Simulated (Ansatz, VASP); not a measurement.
## LiH in VASP and in Ansatz

```
Li H
1.0
     2.81513    0.00000    0.00000
    -1.40757    2.43798    0.00000
     0.00000    0.00000   11.85433
Li H
5 5
Direct
  0.00000 0.00000 0.79273
  0.00000 0.00000 0.00000
  0.00000 0.00000 0.20727
  0.33333 0.66667 0.40240
  0.66667 0.33333 0.59760
  0.33333 0.66667 0.69569
  0.66667 0.33333 0.89671
  0.33333 0.66667 0.10329
  0.66667 0.33333 0.30431
  0.00000 0.00000 0.50000
```

Alike in both runs: functional PBE; k mesh 6 × 6 × 2; occupations gaussian, width 0.1 eV; no spin polarisation.

Ansatz relaxed the structure, and its values are those at the end. VASP's run is a single point on that final structure, the one shown.

|  | VASP | Ansatz |
| --- | --- | --- |
| version | VASP 6.6.1 | Ansatz 0.2.0 |
| potentials or method | VASP PAW PBE potentials, release 64 (Li_sv, H), cutoff 750 eV | scalar-relativistic, plane waves, PAW |
| valence electrons in the cell | 20 | 20 |

VASP gave:

- gap on the k mesh at the Fermi level (eV): 3.44
- least direct gap on the mesh (eV): 3.48
- pressure (GPa): -0.3
- rms of the force components (eV/Å): 0.009

Q: What did Ansatz give for the same quantities?

A: gap on the k mesh at the Fermi level (eV): 3.44; least direct gap on the mesh (eV): 3.48; pressure (GPa): -0.1; rms of the force components (eV/Å): 0.009.

The k mesh is coarse, so the values compare programs but aren't converged.
